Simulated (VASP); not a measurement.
Input of a VASP 6.6.1 run:

File INCAR:

```
PREC     = Accurate       # precision mode
ENCUT    = 520            # plane-wave cutoff, eV
EDIFF    = 1E-6           # SCF threshold, eV
ISMEAR   = 0              # smearing method
SIGMA    = 0.05           # smearing width, eV
LREAL    = F              # projectors in reciprocal space
LASPH    = T              # aspherical terms in the spheres
NELM     = 60             # most SCF steps
ALGO     = Normal         # electronic algorithm
ISIF     = 2              # what is computed and relaxed
LWAVE    = F              # write WAVECAR
LCHARG   = F              # write CHGCAR
GGA      = PE             # functional
NBANDS   = 26             # bands
```

File KPOINTS:

```
regular mesh
0
Gamma
  12 12 6
```

File POSCAR:

```
GaN
1.0
    3.1799996605      0.0000000000      0.0000000000
   -1.5899998303      2.7539604900      0.0000000000
    0.0000000000      0.0000000000      5.1660000000
Ga N
2 2
Direct
    0.3262261992      0.6666666667      0.0000000000
    0.6595595325      0.3333333333      0.5000000000
    0.3687106956      0.6666666667      0.3750000000
    0.7020440289      0.3333333333      0.8750000000
```

Potentials or basis: VASP PAW PBE potentials, release 64 (Ga_d, N).

The run is started by

```sh
$ cat potpaw_PBE.64/Ga_d/POTCAR potpaw_PBE.64/N/POTCAR > POTCAR
$ mpirun -np 1 vasp_std > vasp.out
```

Question: Predict the largest force.

Answer: 1.816 eV/Å.

Question: Predict the band gap on the k mesh.

Answer: 1.83 eV, direct.

Stress tensor (GPa, compression positive):
```
10.47  0.00  5.74
 0.00  8.09  0.00
 5.74  0.00  9.03
```

Caveat: the cell differs from its parent crystal (mode 7 (547.4 1/cm) frozen in, largest displacement +0.113 Å); forces of over 1 eV/Å act on the atoms, so gaps and moduli don't describe the material at rest.
